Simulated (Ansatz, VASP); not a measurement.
## One calculation of SnO2, two programs

INCAR

```
SYSTEM = SnO2
ALGO = Normal
EDIFF = 1E-6
ENCUT = 520
ISIF = 2
ISMEAR = 0
LASPH = .TRUE.
LCHARG = .FALSE.
LREAL = .FALSE.
LWAVE = .FALSE.
NBANDS = 35
NELM = 80
PREC = Accurate
SIGMA = 0.05
```

File KPOINTS:

```
k-points
0
G
  6 6 8
  0 0 0
```

POSCAR

```
SnO2
1.0
    4.7212714757      0.0000000000      0.0000000000
    0.0000000000      4.7242464866      0.0000000000
    0.0000000000      0.0000000000      3.1900194031
Sn O
2 4
Direct
    0.5000000000      0.5185214722      0.5000000000
    0.0000000000      0.0000000000      0.0000000000
    0.3055669669      0.3065721211      0.0000000000
    0.8055669669      0.1934278789      0.5000000000
    0.1944330331      0.8065721211      0.5000000000
    0.6944330331      0.6934278789      0.0000000000
```

Input for Ansatz:

```yaml
crystal:
  lattice:
    - [4.7212714757, 0.0, 0.0]
    - [0.0, 4.7242464866, 0.0]
    - [0.0, 0.0, 3.1900194031]
  atoms:
    - { symbol: Sn, position: [0.5, 0.5185214722, 0.5] }
    - { symbol: Sn, position: [0.0, 0.0, 0.0] }
    - { symbol: O, position: [0.3055669669, 0.3065721211, 0.0] }
    - { symbol: O, position: [0.8055669669, 0.1934278789, 0.5] }
    - { symbol: O, position: [0.1944330331, 0.8065721211, 0.5] }
    - { symbol: O, position: [0.6944330331, 0.6934278789, 0.0] }
basis:
  ecutwfc: 420
kpoints:
  mp_grid: { grid: [6, 6, 8] }
hamiltonian:
  xc: lda
scf:
  occupations: { method: gaussian, width: 0.05 }
output:
  forces: true
  stress: true
  eigenvalues: true
```

Alike in both runs: task single point; functional LDA; k mesh 6 × 6 × 8; occupations gaussian, width 0.05 eV; no spin polarisation.

```csv
,VASP,Ansatz
version,VASP 6.6.1,Ansatz 0.2.0
potentials or method,"VASP PAW LDA potentials, release 64 (Sn_d, O), cutoff 520 eV","scalar-relativistic, plane waves, PAW"
valence electrons in the cell,52,52
```

Ansatz gave:

| Quantity | Value |
| --- | --- |
| gap on the k mesh at the Fermi level (eV) | 1.08 |
| least direct gap on the mesh (eV) | 1.08 |
| pressure (GPa) | 0.5 |
| traceless stress, the component that is largest in VASP (GPa) | -0.50 |
| rms of the force components (eV/Å) | 0.579 |

Problem. Which values does VASP return?

Solution. gap on the k mesh at the Fermi level (eV): 1.12; least direct gap on the mesh (eV): 1.12; pressure (GPa): 1.6; traceless stress, the component that is largest in VASP (GPa): -0.67; rms of the force components (eV/Å): 0.590.

LDA's correlation is that of Perdew and Zunger in VASP and of Perdew and Wang (1992) in Ansatz. Atom by atom the forces differ by 0.016 eV/Å (rms over components).
